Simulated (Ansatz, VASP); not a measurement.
Two plane-wave programs on Fe

File INCAR:

```
ALGO = Normal
EDIFF = 1E-6
ENCUT = 520
GGA = CA
ISIF = 2
ISMEAR = 0
ISPIN = 2
LASPH = T
LCHARG = F
LMAXMIX = 4
LORBIT = 11
LREAL = F
LWAVE = F
MAGMOM = 2.48
NBANDS = 14
NELM = 150
PREC = Accurate
SIGMA = 0.05
```

File KPOINTS:

```
k-points
0
Gamma
  22 22 22
```

POSCAR

```
Fe
1.0
   -1.3932011820      1.3932011820      1.3932011820
    1.3932011820     -1.3932011820      1.3932011820
    1.3932011820      1.3932011820     -1.3932011820
Fe
1
Direct
    0.0000000000      0.0000000000      0.0000000000
```

Input for Ansatz:

```yaml
crystal:
  lattice:
    - [-1.393201182, 1.393201182, 1.393201182]
    - [1.393201182, -1.393201182, 1.393201182]
    - [1.393201182, 1.393201182, -1.393201182]
  atoms:
    - { symbol: Fe, position: [0.0, 0.0, 0.0], spin: 2.48 }
basis:
  ecutwfc: 420
  ecutrho_ratio: 4
kpoints:
  mp_grid: { grid: [22, 22, 22] }
hamiltonian:
  xc: lda
scf:
  occupations: { method: gaussian, width: 0.05 }
output:
  forces: true
  stress: true
  eigenvalues: true
  populations: true
magnetization:
  spin_polarized: true
```

Alike in both runs: task single point; functional LDA; k mesh 22 × 22 × 22; occupations gaussian, width 0.05 eV; collinear spin.

|  | VASP | Ansatz |
| --- | --- | --- |
| version | VASP 6.6.1 | Ansatz 0.2.0 |
| potentials or method | VASP PAW LDA potentials, release 64 (Fe), cutoff 520 eV | scalar-relativistic, plane waves, PAW |
| valence electrons in the cell | 8 | 16 |

Ansatz gave:

| Property | Result |
| --- | --- |
| gap on the k mesh at the Fermi level (eV) | none |
| pressure (GPa) | -7.9 |
| net moment per atom (μB) | 2.11 |
| size of the moment on the site where the two differ most (μB) | 2.12 |

Q: Which values does VASP return?

A: gap on the k mesh at the Fermi level (eV): none; pressure (GPa): -9.4; net moment per atom (μB): 2.05; size of the moment on the site where the two differ most (μB): 2.02.

LDA's correlation is that of Perdew and Zunger in VASP and of Perdew and Wang (1992) in Ansatz. Site moments also hang on the region over which each program counts them. A gap of «none» marks a metal or a gap that the smearing closes. VASP's potentials hold 8 valence electrons a cell and Ansatz's 16, so a difference there can come from the potentials and not from the codes.
